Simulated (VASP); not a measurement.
# Fe (Pm-3m) in VASP: notebook, part 2 of 2

VASP 6.6.1.

## (4) Single point, r2SCAN, collinear spin, antiferromagnetic start (13.27 Å³/atom)

This run uses another cell than the first one, of 13.27 Å³/atom.

File POSCAR:

```
Fe
1.0
    0.0000000000      2.3675618875      2.3675618875
    2.3675618875      0.0000000000      2.3675618875
    2.3675618875      2.3675618875      0.0000000000
Fe
2
Direct
    1.0000000000      0.0000000000      0.0000000000
    0.5000000000      0.5000000000      0.5000000000
```

File INCAR.step1:

```
SYSTEM = Fe
PREC = Accurate ; ENCUT = 520
ISMEAR = -1 ; SIGMA = 0.05
LREAL = .False. ; LASPH = .True.
NELM = 150 ; ISPIN = 2
MAGMOM = 2.741 -2.741 ; LMAXMIX = 4
NBANDS = 19 ; GGA = PE
ALGO = Normal ; EDIFF = 1E-4
LWAVE = .True. ; LCHARG = .False.
```

File INCAR.step2:

```
SYSTEM = Fe
PREC = Accurate ; ENCUT = 520
EDIFF = 1E-7 ; ISMEAR = -1
SIGMA = 0.05 ; LREAL = .False.
LASPH = .True. ; NELM = 150
ALGO = Normal ; ISIF = 2
LWAVE = .False. ; LCHARG = .False.
ISPIN = 2 ; MAGMOM = 2.741 -2.741
LORBIT = 11 ; LMAXMIX = 4
METAGGA = R2SCAN ; LMIXTAU = .True.
NBANDS = 19 ; ISTART = 1
```

File KPOINTS:

```
regular mesh
0
Gamma
  13 13 13
  0 0 0
```

On the command line:

```sh
$ cat potpaw_PBE.64/Fe/POTCAR > POTCAR
$ cp INCAR.step1 INCAR
$ mpirun -np 1 vasp_std > vasp.out
$ cp INCAR.step2 INCAR
$ mpirun -np 1 vasp_std > vasp.out
```

Run time: 13 min. Hardware: 1 thread of Intel Xeon 8259CL, shared host; peak memory 0.22 GiB.

It converged, with:

- Free energy: -26.4359 eV
- Pressure: 9.3 GPa
- Band gap on the k mesh: zero (filled and empty bands overlap)
- Net moment: 0.00 μB per cell
- Site moments: Fe +2.71, -2.71 μB
- Valence electrons inside the program's atomic spheres: Fe 7.18

Levels at points of the mesh, in eV from the Fermi level:
Spin up:
```csv
k point,band 5,band 6,band 7,band 8,band 9,band 10,band 11,band 12
"(0.00, 0.00, 0.00)",-4.47,-4.47,1.02,1.02,1.15,1.15,1.15,11.81
```
Spin down:
| k point | band 5 | band 6 | band 7 | band 8 | band 9 | band 10 | band 11 | band 12 |
| --- | --- | --- | --- | --- | --- | --- | --- | --- |
| (0.00, 0.00, 0.00) | -4.47 | -4.47 | 1.02 | 1.02 | 1.15 | 1.15 | 1.15 | 11.81 |

Caveat: the cell stands under pressure; the antiferromagnetic order is the one typed at the start, and another may lie lower; the PAW data sets were made with another functional, which shifts forces and pressure a little.

## (5) Single point, r2SCAN, collinear spin, antiferromagnetic start (13.85 Å³/atom)

This run uses another cell than the first one, of 13.85 Å³/atom.

File POSCAR:

```
Fe
1.0
    0.0000000000      2.4013887703      2.4013887703
    2.4013887703      0.0000000000      2.4013887703
    2.4013887703      2.4013887703      0.0000000000
Fe
2
Direct
    1.0000000000      0.0000000000      0.0000000000
    0.5000000000      0.5000000000      0.5000000000
```

File INCAR.step1:

```
PREC = Accurate ; ENCUT = 520
ISMEAR = -1 ; SIGMA = 0.05
LREAL = False ; LASPH = True
NELM = 150 ; ISPIN = 2
MAGMOM = 2.741 -2.741 ; LMAXMIX = 4
NBANDS = 19 ; GGA = PE
ALGO = Normal ; EDIFF = 1E-4
LWAVE = True ; LCHARG = False
```

File INCAR.step2:

```
PREC = Accurate ; ENCUT = 520
EDIFF = 1E-6 ; ISMEAR = -1
SIGMA = 0.05 ; LREAL = False
LASPH = True ; NELM = 150
ALGO = Normal ; ISIF = 2
LWAVE = False ; LCHARG = False
ISPIN = 2 ; MAGMOM = 2.741 -2.741
LORBIT = 11 ; LMAXMIX = 4
METAGGA = R2SCAN ; LMIXTAU = True
NBANDS = 19 ; ISTART = 1
```

File KPOINTS:

```
regular mesh
0
Gamma
  13 13 13
```

Potentials or basis: VASP PAW PBE potentials, release 64 (Fe).

On the command line:

```sh
$ cat potpaw_PBE.64/Fe/POTCAR > POTCAR
$ cp INCAR.step1 INCAR
$ mpirun -np 1 vasp_std > vasp.out
$ cp INCAR.step2 INCAR
$ mpirun -np 1 vasp_std > vasp.out
```

OUTCAR:

```text
PREC = Accurate
   ENCUT = 520
   EDIFF = 1E-6
   ISMEAR = -1
   LREAL = False
   LASPH = True
   NELM = 150
   ISIF = 2
   ISPIN = 2
   LORBIT = 11
   METAGGA = R2SCAN
   ISTART = 1

 ion  position               nearest neighbor table
   1  0.000  0.000  0.000-   2 2.40   2 2.40   2 2.40   2 2.40   2 2.40   2 2.40
   2  0.500  0.500  0.500-   1 2.40   1 2.40   1 2.40   1 2.40   1 2.40   1 2.40

  LATTYP: Found a face centered cubic cell.
 ALAT       =     4.8027775406

  Lattice vectors:

 A1 = (   0.0000000000,   2.4013887703,   2.4013887703)
[... 1300 lines left out ...]
  external PRESSURE =      39.2785374 kB  Pullay stress =       0.0000000 kB

 VOLUME and BASIS-vectors are now :
 -----------------------------------------------------------------------------
  energy-cutoff  :      520.00
  volume of cell :       27.70
      direct lattice vectors                 reciprocal lattice vectors
     0.000000000  2.401388770  2.401388770    -0.208212850  0.208212850  0.208212850
     2.401388770  0.000000000  2.401388770     0.208212850 -0.208212850  0.208212850
     2.401388770  2.401388770  0.000000000     0.208212850  0.208212850 -0.208212850

 POSITION                                       TOTAL-FORCE (eV/Angst)
 -----------------------------------------------------------------------------------
      0.00000      0.00000      0.00000        -0.000000      0.000000      0.000000
      2.40139      2.40139      2.40139         0.000000      0.000000     -0.000000
 -----------------------------------------------------------------------------------
    total drift:                                0.000000      0.000000      0.000000

  FREE ENERGIE OF THE ION-ELECTRON SYSTEM (eV)
  ---------------------------------------------------
  free  energy   TOTEN  =       -26.4827837942 eV

  energy  without entropy=      -26.4671579446  energy(sigma->0) =      -26.47497087

 total charge

# of ion       s       p       d       tot
------------------------------------------
    1        0.511   0.487   6.107   7.106
    2        0.511   0.487   6.107   7.106
--------------------------------------------------
tot          1.022   0.975  12.215  14.211

 magnetization (x)

# of ion       s       p       d       tot
------------------------------------------
    1        0.083   0.055   2.640   2.777
    2       -0.083  -0.055  -2.640  -2.777
--------------------------------------------------
tot          0.000  -0.000   0.000  -0.000
```

OUTCAR.step1:

```text
PREC = Accurate
   ENCUT = 520
   ISMEAR = -1
   LREAL = False
   LASPH = True
[... 1328 lines left out ...]
      0.00000      0.00000      0.00000         0.000000     -0.000000      0.000000
      2.40139      2.40139      2.40139        -0.000000      0.000000     -0.000000
 -----------------------------------------------------------------------------------
    total drift:                                0.000000      0.000000      0.000000

  FREE ENERGIE OF THE ION-ELECTRON SYSTEM (eV)
  ---------------------------------------------------
  free  energy   TOTEN  =       -14.3043750585 eV

  energy  without entropy=      -14.2703383380  energy(sigma->0) =      -14.28735670
```

OSZICAR.step1:

```text
N       E                     dE             d eps       ncg     rms          rms(c)
DAV:   1     0.793475893260E+02    0.79348E+02   -0.70299E+03  6728   0.103E+03
DAV:   2    -0.131565499313E+02   -0.92504E+02   -0.80782E+02  6399   0.196E+02
DAV:   3    -0.164545006869E+02   -0.32980E+01   -0.31221E+01  7028   0.489E+01
DAV:   4    -0.164831799942E+02   -0.28679E-01   -0.28659E-01  7258   0.429E+00
DAV:   5    -0.164835355748E+02   -0.35558E-03   -0.35557E-03  7153   0.440E-01    0.132E+01
DAV:   6    -0.147042000496E+02    0.17793E+01   -0.81609E+00  7216   0.572E+01    0.957E+00
DAV:   7    -0.143133488563E+02    0.39085E+00   -0.12491E+00  7037   0.195E+01    0.373E+00
DAV:   8    -0.143121043667E+02    0.12445E-02   -0.21320E-02  7523   0.132E+00    0.157E+00
DAV:   9    -0.143047698769E+02    0.73345E-02   -0.12955E-02  9206   0.169E+00    0.424E-01
DAV:  10    -0.143043136256E+02    0.45625E-03   -0.17353E-03  9154   0.438E-01    0.876E-02
DAV:  11    -0.143043750585E+02   -0.61433E-04   -0.30390E-04  4947   0.310E-01
   1 F= -.14304375E+02 E0= -.14287357E+02  d E =-.340367E-01  mag=    -0.0000
```

It took 11 min on 1 thread of Intel Xeon 8259CL, shared host; peak memory 0.23 GiB.

What came out:

```
Free energy                                           : -26.4828 eV
Pressure                                              : 3.9 GPa
Band gap on the k mesh                                : zero (filled and empty bands overlap)
Net moment                                            : 0.00 μB per cell
Site moments                                          : Fe +2.78, -2.78 μB
Valence electrons inside the program's atomic spheres : Fe 7.11
```

Levels at points of the mesh, in eV from the Fermi level:
Spin up:
```
           k point  band 6  band 7  band 8  band 9  band 10  band 11
(0.00, 0.00, 0.00)   -4.32    0.92    0.93    1.18     1.18     1.19
```
Spin down:
```
           k point  band 5  band 6  band 7  band 8  band 9  band 10  band 11  band 12
(0.00, 0.00, 0.00)   -4.32   -4.32    0.92    0.93    1.18     1.18     1.19    11.35
```

Caveat: the cell stands under pressure; the antiferromagnetic order is the one typed at the start, and another may lie lower; the PAW data sets were made with another functional, which shifts forces and pressure a little.

## (6) Overview

```csv
cell,k mesh,gap on the mesh (eV),pressure (GPa),moment (μB)
"a = 3.443 Å, angles 60.0°, 2 atoms",12 × 12 × 12,none,-0.3,0.00
"a = 3.299 Å, angles 60.0°, 2 atoms",13 × 13 × 13,none,15.9,0.00
"a = 3.348 Å, angles 60.0°, 2 atoms",13 × 13 × 13,none,9.3,0.00
"a = 3.396 Å, angles 60.0°, 2 atoms",13 × 13 × 13,none,3.9,0.00
```

Alike in all rows: task single point; level r2SCAN; potentials or basis VASP PAW PBE potentials, release 64 (Fe); spin collinear, antiferromagnetic start; cutoff (eV) 520; smearing fermi-dirac 0.05 eV.

Caveats: the antiferromagnetic order is the one typed at the start, and another may lie lower; the PAW data sets were made with another functional, which shifts forces and pressure a little; the cell stands under pressure (at least some runs).

Absolute energies hang on the potentials; compare differences alone.
